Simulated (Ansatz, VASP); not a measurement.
## Si16B in VASP and in Ansatz

```
CELL_PARAMETERS angstrom
0.00000 5.43000 5.43000
5.43000 0.00000 5.43000
5.43000 5.43000 0.00000
ATOMIC_POSITIONS crystal
Si 0.99270 0.00562 0.99979
Si 0.13358 0.12350 0.11913
Si 0.99269 0.00259 0.50195
Si 0.13039 0.12563 0.62376
Si 0.99208 0.50197 0.00033
Si 0.13283 0.62252 0.12211
Si 0.99480 0.50018 0.50438
Si 0.13079 0.61981 0.62362
Si 0.50387 0.99842 0.99978
Si 0.62199 0.12542 0.12750
Si 0.50156 0.99877 0.50065
Si 0.61876 0.12691 0.62752
Si 0.50686 0.49752 0.99829
Si 0.62150 0.62562 0.12767
Si 0.50181 0.49912 0.50072
Si 0.62346 0.62538 0.62615
B 0.05754 0.31061 0.82402
```

Alike in both runs: functional PBE; dispersion D3(BJ); k mesh 2 × 2 × 2; occupations fermi-dirac, width 0.05 eV; collinear spin.

Ansatz relaxed the structure, and its values are those at the end. VASP's run is a single point on that final structure, the one shown.

|  | VASP | Ansatz |
| --- | --- | --- |
| version | VASP 6.6.1 | Ansatz 0.2.0 |
| potentials or method | VASP PAW PBE potentials, release 64 (Si, B), cutoff 520 eV | scalar-relativistic, plane waves, PAW |
| valence electrons in the cell | 67 | 67 |

|  | VASP | Ansatz | Ansatz less VASP |
| --- | --- | --- | --- |
| rms of the force components (eV/Å) | 0.021 | 0.020 | -0.0005 |
| net moment per atom (μB) | 0.00 | 0.00 | 0.000 |

Ansatz's warnings: seeded moment not kept.

The k mesh is coarse, so the values compare programs but aren't converged.
